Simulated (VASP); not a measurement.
# Te5Mo (F-43m) in VASP: further runs

Runs on Te5Mo. Level: PBE. Tasks: single point.

Program: VASP 6.6.1. These are calculated values, not measurements. Logs are shortened: lines on timing, memory, paths and dates and some standing lists are left out, and cuts for length are marked.

## (1) The cell of the first run

The structure is cubic, space group F-43m (No. 216). Conventional cell: a = 8.956 Å, b = 8.956 Å, c = 8.956 Å, α = 90.00°, β = 90.00°, γ = 90.00°. Within 4.9 Å of Te (site symmetry -43m) lie 12 Te at 3.71 Å and 4 Mo at 3.88 Å. Within 4.1 Å of Te (site symmetry 3m) lie 9 Te at 3.14 to 3.71 Å and 3 Mo at 3.72 Å. Within 4.9 Å of Mo (site symmetry -43m) lie 16 Te at 3.72 to 3.88 Å.

## (2) Single point, PBE

INCAR

```
SYSTEM = Te5Mo
PREC = Accurate
ENCUT = 520
EDIFF = 1E-7
ISMEAR = 0
SIGMA = 0.1
LREAL = .FALSE.
LASPH = .TRUE.
NELM = 100
ALGO = Normal
ISIF = 2
LWAVE = .FALSE.
LCHARG = .FALSE.
GGA = PE
NBANDS = 31
```

KPOINTS

```
Automatic mesh
0
G
  4 4 4
  0 0 0
```

POSCAR

```
Te5Mo
1.0
    0.0000000000      4.4781429000      4.4781429000
    4.4781429000      0.0000000000      4.4781429000
    4.4781429000      4.4781429000      0.0000000000
Te Mo
5 1
Direct
    0.2500000000      0.2500000000      0.2500000000
    0.1277616000      0.6240794700      0.6240794700
    0.6240794700      0.6240794700      0.6240794700
    0.6240794700      0.6240794700      0.1277616000
    0.6240794700      0.1277616000      0.6240794700
    0.0000000000      0.0000000000      0.0000000000
```

Potentials or basis: VASP PAW PBE potentials, release 64 (Te, Mo_sv).

Command:

```sh
cat potpaw_PBE.64/Te/POTCAR potpaw_PBE.64/Mo_sv/POTCAR > POTCAR
mpirun -np 1 vasp_std > vasp.out
```

OUTCAR:

```text
SYSTEM = Te5Mo
   PREC = Accurate
   ENCUT = 520
   EDIFF = 1E-7
   ISMEAR = 0
   LREAL = .FALSE.
   LASPH = .TRUE.
   NELM = 100
   ISIF = 2
   GGA = PE

 ion  position               nearest neighbor table
   1  0.250  0.250  0.250-
   2  0.128  0.624  0.624-   3 3.14   4 3.14   5 3.14   5 3.19   4 3.19   3 3.19
   3  0.624  0.624  0.624-   2 3.14   4 3.14   5 3.14   2 3.19   5 3.19   4 3.19
   4  0.624  0.624  0.128-   2 3.14   3 3.14   5 3.14   5 3.19   2 3.19   3 3.19
   5  0.624  0.128  0.624-   2 3.14   3 3.14   4 3.14   2 3.19   4 3.19   3 3.19
   6  0.000  0.000  0.000-

  LATTYP: Found a face centered cubic cell.
 ALAT       =     8.9562858000

  Lattice vectors:

 A1 = (   0.0000000000,   4.4781429000,   4.4781429000)
 A2 = (   4.4781429000,   0.0000000000,   4.4781429000)
 A3 = (   4.4781429000,   4.4781429000,   0.0000000000)

Analysis of symmetry for initial positions (statically):
=====================================================================
 Subroutine PRICEL returns:
 Original cell was already a primitive cell.

 Routine SETGRP: Setting up the symmetry group for a
 face centered cubic supercell.

 Subroutine GETGRP returns: Found 24 space group operations
 (whereof 24 operations were pure point group operations)
 out of a pool of 48 trial point group operations.

The static configuration has the point symmetry T_d .

Analysis of symmetry for dynamics (positions and initial velocities):
=====================================================================
 Subroutine PRICEL returns:
 Original cell was already a primitive cell.

 Routine SETGRP: Setting up the symmetry group for a
 face centered cubic supercell.

 Subroutine GETGRP returns: Found 24 space group operations
 (whereof 24 operations were pure point group operations)
 out of a pool of 48 trial point group operations.

The dynamic configuration has the point symmetry T_d .

 Subroutine INISYM returns: Found 24 space group operations
 (whereof 24 operations are pure point group operations),
 and found     1 'primitive' translations

----------------------------------------------------------------------------------------

                                     Primitive cell

  volume of cell :     179.6072

  direct lattice vectors                    reciprocal lattice vectors
     0.000000000  4.478142900  4.478142900    -0.111653427  0.111653427  0.111653427
     4.478142900  0.000000000  4.478142900     0.111653427 -0.111653427  0.111653427
     4.478142900  4.478142900  0.000000000     0.111653427  0.111653427 -0.111653427

  length of vectors
     6.333050423  6.333050423  6.333050423     0.193389408  0.193389408  0.193389408

  position of ions in fractional coordinates (direct lattice)
     0.250000000  0.250000000  0.250000000
     0.127761600  0.624079470  0.624079470
     0.624079470  0.624079470  0.624079470
     0.624079470  0.624079470  0.127761600
     0.624079470  0.127761600  0.624079470
     0.000000000  0.000000000  0.000000000

  ion indices of the primitive-cell ions
   primitive index   ion index
                 1           1
                 2           2
                 3           3
                 4           4
                 5           5
                 6           6

----------------------------------------------------------------------------------------

 KPOINTS: Automatic mesh

Automatic generation of k-mesh.
 Grid dimensions read from file:
 generate k-points for:    4    4    4

 Generating k-lattice:

  Cartesian coordinates                     Fractional coordinates (reciprocal lattice)
    -0.027913357  0.027913357  0.027913357     0.250000000  0.000000000  0.000000000
     0.027913357 -0.027913357  0.027913357     0.000000000  0.250000000  0.000000000
     0.027913357  0.027913357 -0.027913357     0.000000000  0.000000000  0.250000000

  Length of vectors
     0.048347352  0.048347352  0.048347352

  Shift w.r.t. Gamma in fractional coordinates (k-lattice)
     0.000000000  0.000000000  0.000000000

 Subroutine IBZKPT returns following result:
 ===========================================

 Found      8 irreducible k-points:

 Following reciprocal coordinates:
            Coordinates               Weight
  0.000000  0.000000  0.000000      1.000000
  0.250000  0.000000  0.000000      8.000000
  0.500000  0.000000  0.000000      4.000000
  0.250000  0.250000  0.000000      6.000000
  0.500000  0.250000  0.000000     24.000000
 -0.250000  0.250000  0.000000     12.000000
  0.500000  0.500000  0.000000      3.000000
 -0.250000  0.500000  0.250000      6.000000
   k-points           NKPTS =      8   k-points in BZ     NKDIM =      8   number of bands    NBANDS=     31
   number of dos      NEDOS =    301   number of ions     NIONS =      6
   total plane-waves  NPLWV = 110592
   dimension x,y,z NGX =    48 NGY =   48 NGZ =   48
   dimension x,y,z NGXF=    96 NGYF=   96 NGZF=   96
   ions per type =               5   1
   NGX,Y,Z   is equivalent  to a cutoff of  12.60, 12.60, 12.60 a.u.
   NGXF,Y,Z  is equivalent  to a cutoff of  25.20, 25.20, 25.20 a.u.
 SYSTEM =  Te5Mo
   PREC   = accura    normal or accurate (medium, high low for compatibility)
   ISTART =      0    job   : 0-new  1-cont  2-samecut
   ICHARG =      2    charge: 1-file 2-atom 10-const
   ISPIN  =      1    spin polarized calculation?
   LNONCOLLINEAR =      F non collinear calculations
   LSORBIT =      F    spin-orbit coupling
   LASPH  =      T    aspherical Exc in radial PAW
   ENCUT  =  520.0 eV  38.22 Ry    6.18 a.u.  11.78 11.78 11.78*2*pi/ulx,y,z
   NELM   =    100;   NELMIN=  2; NELMDL= -5     # of ELM steps
   EDIFF  = 0.1E-06   stopping-criterion for ELM
   LREAL  =      F    real-space projection
   EDIFFG = 0.1E-05   stopping-criterion for IOM
   NSW    =      0    number of steps for IOM
   IBRION =     -1    ionic relax: 0-MD 1-quasi-New 2-CG
   NFREE  =      0    steps in history (QN), initial steepest desc. (CG)
   ISIF   =      2    stress and relaxation
   ISYM   =      2    0-nonsym 1-usesym 2-fastsym
   POTIM  = 0.5000    time-step for ionic-motion
   TEBEG  =    0.0;   TEEND  =   0.0 temperature during run
   PSTRESS=    0.0 pullay stress
   NELECT =      44.0000    total number of electrons
   NUPDOWN=      -1.0000    fix difference up-down
   EMIN   =  10.00;   EMAX   =-10.00  energy-range for DOS
   EFERMI =   0.00;   METHOD = LEGACY
   ISMEAR =     0;   SIGMA  =   0.10  broadening in eV -4-tet -1-fermi 0-gaus
   EFERMI_NEDOS =   21; number of points for ismear=-14 and -15
   IALGO  =     38    algorithm
   IMIX   =      4    mixing-type and parameters
     AMIX     =   0.40;   BMIX     =  1.00
     AMIX_MAG =   1.60;   BMIX_MAG =  1.00
  volume/ion in A,a.u.               =      29.93       202.01
  Fermi-wavevector in a.u.,A,eV,Ry     =   1.024356  1.935753 14.276677  1.049306
  Thomas-Fermi vector in A             =   2.158139
   LORBIT       =      0    0 simple, 1 ext, 2 COOP (PROOUT), +10 PAW based schemes
   GGA     = PE    functional components
   LHFCALC =     F    Hartree Fock is set to
   AEXX    =    0.0000 exact exchange contribution
   IVDW    =     0    specifies the selected vdW correction
   LEPSILON=     F    determine dielectric tensor
   LRPA    =     F    only Hartree local field effects (RPA)
 non-spin polarized calculation
 Gauss-broadening in eV      SIGMA  =   0.10
  energy-cutoff  :      520.00
  volume of cell :      179.61
 maximum number of plane-waves:      4909
   NGX = 23   NGY = 23   NGZ = 23

 number of electron      44.0000000 magnetization

 Free energy of the ion-electron system (eV)
  ---------------------------------------------------
  ext. energy  EPLUGINS =         0.00000000
  ---------------------------------------------------
  free energy    TOTEN  =       -19.13202120 eV

  energy without entropy =      -19.08136248  energy(sigma->0) =      -19.10669184

 E-fermi :   7.0379     XC(G=0):  -9.8323

 val. band max:        7.0233931494   @ k =   0.5000   0.5000   0.0000
 cond. band min:       7.0512702623   @ k =   0.2500   0.0000   0.0000
 fundamental gap:      0.0278771129
 Fermi energy:         7.0379389432

 k-point     1 :       0.0000    0.0000    0.0000
  band No.  band energies     occupation
      1     -54.1340      2.00000
      2     -28.1981      2.00000
      3     -28.1981      2.00000
      4     -28.1981      2.00000
      5      -6.9573      2.00000
      6      -3.4092      2.00000
[... 23 lines left out ...]
     30       9.2796      0.00000
     31      12.2968      0.00000

 k-point     2 :       0.2500    0.0000    0.0000
  band No.  band energies     occupation
      1     -54.1340      2.00000
      2     -28.1981      2.00000
      3     -28.1981      2.00000
      4     -28.1981      2.00000
      5      -6.7128      2.00000
      6      -4.2448      2.00000
[... 23 lines left out ...]
     30       9.4295      0.00000
     31      10.8022      0.00000

 k-point     3 :       0.5000    0.0000    0.0000
  band No.  band energies     occupation
      1     -54.1340      2.00000
      2     -28.1982      2.00000
      3     -28.1981      2.00000
      4     -28.1981      2.00000
      5      -6.3089      2.00000
      6      -5.0545      2.00000
[... 23 lines left out ...]
     30       9.6032      0.00000
     31      11.5034      0.00000

 k-point     4 :       0.2500    0.2500    0.0000
  band No.  band energies     occupation
      1     -54.1340      2.00000
      2     -28.1981      2.00000
      3     -28.1981      2.00000
      4     -28.1981      2.00000
      5      -6.6210      2.00000
      6      -4.3510      2.00000
[... 23 lines left out ...]
     30       9.2242      0.00000
     31      11.2240      0.00000

 k-point     5 :       0.5000    0.2500    0.0000
  band No.  band energies     occupation
      1     -54.1340      2.00000
      2     -28.1982      2.00000
      3     -28.1981      2.00000
      4     -28.1981      2.00000
      5      -6.1531      2.00000
      6      -5.1311      2.00000
[... 23 lines left out ...]
     30       9.3518      0.00000
     31      11.3581      0.00000

 k-point     6 :      -0.2500    0.2500    0.0000
  band No.  band energies     occupation
      1     -54.1340      2.00000
      2     -28.1981      2.00000
      3     -28.1981      2.00000
      4     -28.1981      2.00000
      5      -6.3465      2.00000
      6      -4.8547      2.00000
[... 23 lines left out ...]
     30       9.3373      0.00000
     31      11.2829      0.00000

 k-point     7 :       0.5000    0.5000    0.0000
  band No.  band energies     occupation
      1     -54.1340      2.00000
      2     -28.1982      2.00000
      3     -28.1981      2.00000
      4     -28.1981      2.00000
      5      -5.7562      2.00000
      6      -5.5963      2.00000
[... 23 lines left out ...]
     30       9.2486      0.00000
     31      10.9945      0.00000

 k-point     8 :      -0.2500    0.5000    0.2500
  band No.  band energies     occupation
      1     -54.1340      2.00000
      2     -28.1981      2.00000
      3     -28.1981      2.00000
      4     -28.1981      2.00000
      5      -5.7498      2.00000
      6      -5.5621      2.00000
[... 23 lines left out ...]
     30       8.8897      0.00000
     31      10.6768      0.00000

------------------------ aborting loop because EDIFF is reached ----------------------------------------

  FORCE on cell =-STRESS in cart. coord.  units (eV):
  Direction    XX          YY          ZZ          XY          YZ          ZX
  --------------------------------------------------------------------------------------
  -------------------------------------------------------------------------------------
  Total       -3.7729200     -3.7729200     -3.7729200      0.0000000      0.0000000      0.0000000
  in kB      -33.6561425    -33.6561425    -33.6561425      0.0000000      0.0000000      0.0000000
  external PRESSURE =     -33.6561425 kB  Pullay stress =       0.0000000 kB

 VOLUME and BASIS-vectors are now :
 -----------------------------------------------------------------------------
  energy-cutoff  :      520.00
  volume of cell :      179.61
      direct lattice vectors                 reciprocal lattice vectors
     0.000000000  4.478142900  4.478142900    -0.111653427  0.111653427  0.111653427
     4.478142900  0.000000000  4.478142900     0.111653427 -0.111653427  0.111653427
     4.478142900  4.478142900  0.000000000     0.111653427  0.111653427 -0.111653427

 POSITION                                       TOTAL-FORCE (eV/Angst)
 -----------------------------------------------------------------------------------
      2.23907      2.23907      2.23907         0.000000      0.000000      0.000000
      5.58943      3.36685      3.36685         0.195964     -0.195964     -0.195964
      5.58943      5.58943      5.58943         0.195964      0.195964      0.195964
      3.36685      3.36685      5.58943        -0.195964     -0.195964      0.195964
      3.36685      5.58943      3.36685        -0.195964      0.195964     -0.195964
      0.00000      0.00000      0.00000         0.000000      0.000000      0.000000
 -----------------------------------------------------------------------------------
    total drift:                               -0.000026     -0.000026     -0.000026

  FREE ENERGIE OF THE ION-ELECTRON SYSTEM (eV)
  ---------------------------------------------------
  free  energy   TOTEN  =       -19.1320212032 eV

  energy  without entropy=      -19.0813624806  energy(sigma->0) =      -19.10669184
```

It took 75 s on 1 thread of Intel Xeon Platinum 8375C at 2.90GHz (Ice Lake), shared host; peak memory 0.33 GiB.

Results:

```yaml
Free_energy: -19.1320 eV
Pressure: -3.4 GPa
Largest_force: 0.339 eV/Å
Band_gap_on_the_k_mesh: zero (band 22 reaches 7.27 eV, above the bottom of band 23 at 6.95 eV)
```

Forces on the atoms (eV/Å):
```
Te   0.000  0.000  0.000
Te   0.196 -0.196 -0.196
Te   0.196  0.196  0.196
Te  -0.196 -0.196  0.196
Te  -0.196  0.196 -0.196
Mo   0.000  0.000  0.000
```

Caveat: spin-orbit coupling is left out, which moves the levels of the heavy elements.

## (3) Single point, PBE, collinear spin, ferromagnetic start

INCAR

```
ALGO = Normal
EDIFF = 1E-6
ENCUT = 520
GGA = PE
ISIF = 2
ISMEAR = 0
ISPIN = 2
LASPH = True
LCHARG = False
LMAXMIX = 4
LORBIT = 11
LREAL = False
LWAVE = False
MAGMOM = 0 0 0 0 0 1
NBANDS = 35
NELM = 150
PREC = Accurate
SIGMA = 0.1
```

KPOINTS

```
k-points
0
Gamma
  4 4 4
```

POSCAR is that of step 2.

Potentials or basis: VASP PAW PBE potentials, release 64 (Te, Mo_sv).

Command:

```sh
cat potpaw_PBE.64/Te/POTCAR potpaw_PBE.64/Mo_sv/POTCAR > POTCAR
mpirun -np 1 vasp_std > vasp.out
```

Run time: 3.5 min. Hardware: 1 thread of Intel Xeon Platinum 8375C at 2.90GHz (Ice Lake), shared host; peak memory 0.43 GiB.

The run converged. Its results:

* Free energy: -20.3203 eV
* Pressure: -0.4 GPa
* Largest force: 0.238 eV/Å
* Net moment: 3.24 μB per cell
* Site moments: Te -0.23, -0.10; Mo +3.56 μB
* Valence electrons inside the program's atomic spheres: Te 3.27, 3.25; Mo 12.02

Forces on the atoms (eV/Å):
```
Te   0.000  0.000  0.000
Te   0.138 -0.138 -0.138
Te   0.138  0.138  0.138
Te  -0.138 -0.138  0.138
Te  -0.138  0.138 -0.138
Mo   0.000  0.000  0.000
```

Levels at points of the mesh, in eV from the Fermi level:
Spin up:
| k point | band 22 | band 23 | band 24 | band 25 | band 26 | band 27 |
| --- | --- | --- | --- | --- | --- | --- |
| (0.00, 0.00, 0.00) | -0.46 | -0.45 | -0.45 | 1.46 | 1.46 | 1.46 |
| (0.50, 0.00, 0.00) | -0.93 | -0.42 | -0.42 | 0.42 | 0.42 | 0.92 |
| (0.50, 0.50, 0.00) | -1.25 | -0.83 | -0.13 | 0.01 | 0.65 | 0.65 |
Spin down:
```
           k point  band 16  band 17  band 18  band 19  band 20  band 21  band 22  band 23
(0.00, 0.00, 0.00)    -1.53    -1.53    -1.53     0.88     1.28     1.28     1.28     1.79
(0.50, 0.00, 0.00)    -2.29    -2.20    -2.20    -1.10     0.03     0.03     1.33     1.36
(0.50, 0.50, 0.00)    -2.20    -2.16    -1.96    -1.83    -0.85    -0.38    -0.38     1.70
```

Caveat: spin-orbit coupling is left out, which moves the levels of the heavy elements.
